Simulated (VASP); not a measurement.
A run of VASP 6.6.1:

INCAR

```
PREC = Accurate ; ENCUT = 520
EDIFF = 1E-6 ; ISMEAR = -1
SIGMA = 0.1 ; LREAL = F
LASPH = T ; NELM = 60
ALGO = Normal ; ISIF = 2
LWAVE = F ; LCHARG = T
GGA = RP ; LELF = T
LVHAR = T ; NBANDS = 12
```

File KPOINTS:

```
regular mesh
0
Gamma
  24 24 24
```

Contents of POSCAR:

```
V
1.0
   -1.5504993810      1.5504993810      1.5504993810
    1.5504993810     -1.5504993810      1.5504993810
    1.5504993810      1.5504993810     -1.5504993810
V
1
Direct
    0.0000000000      0.0000000000      0.0000000000
```

Potentials or basis: VASP PAW PBE potentials, release 64 (V_sv).

Command:

```sh
$ cat potpaw_PBE.64/V_sv/POTCAR > POTCAR
$ mpirun -np 1 vasp_std > vasp.out
```

Hardware: 1 thread of Intel(R) Xeon(R) 6975P-C (Granite Rapids), with other jobs on the host.

Task: How long does it take, and how much memory?

Result: Run time: 20 s on 1 thread of Intel(R) Xeon(R) 6975P-C (Granite Rapids), with other jobs on the host, peak memory 0.18 GiB. Counts: scf iterations 12, k points 413.
